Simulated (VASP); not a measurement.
Mo: single point with LDA

Mo:

```
CELL_PARAMETERS angstrom
2.45117 0.00000 0.00000
0.00000 2.45117 0.00000
0.00000 0.00000 2.45117
ATOMIC_POSITIONS crystal
Mo 0.00000 0.00000 0.00000
```

This cell differs from its parent crystal: volume scaled by 0.88.

| Item | Value |
| --- | --- |
| Program | VASP 6.6.1 |
| Task | single point |
| Functional | LDA |
| Potentials or basis | VASP PAW LDA potentials, release 64 (Mo_sv) |
| Cutoff | 520 eV |
| k mesh | 14 × 14 × 14 |
| Occupations | fermi-dirac, width 0.1 eV |
| Spin | no spin polarisation |

| Property | Result |
| --- | --- |
| Pressure | 36.0 GPa |
| Band gap on the k mesh | zero (band 7 reaches 15.11 eV, above the bottom of band 8 at 12.45 eV) |

Levels at points of the mesh, in eV from the Fermi level:
| k point | band 3 | band 4 | band 5 | band 6 | band 7 | band 8 | band 9 | band 10 | band 11 | band 12 |
| --- | --- | --- | --- | --- | --- | --- | --- | --- | --- | --- |
| (0.00, 0.00, 0.00) | -33.90 | -33.90 | -7.02 | -5.23 | -5.23 | 4.84 | 4.84 | 4.84 | 16.97 | 16.97 |
| (0.50, 0.00, 0.00) | -33.66 | -33.66 | -4.10 | -3.80 | 0.33 | 0.61 | 0.61 | 5.29 | 11.42 | 14.49 |
| (0.50, 0.50, 0.00) | -35.97 | -33.44 | -6.83 | -2.60 | 1.49 | 1.49 | 6.87 | 6.87 | 7.79 | 16.08 |
| (0.50, 0.50, 0.50) | -35.63 | -35.63 | -4.88 | -4.88 | -4.88 | 7.30 | 8.10 | 8.10 | 15.46 | 15.46 |

It took 14 s on 1 thread of Intel(R) Xeon(R) Platinum 8259CL CPU @ 2.50GHz (Skylake/Cascade Lake) (shared host), peak memory 0.13 GiB.
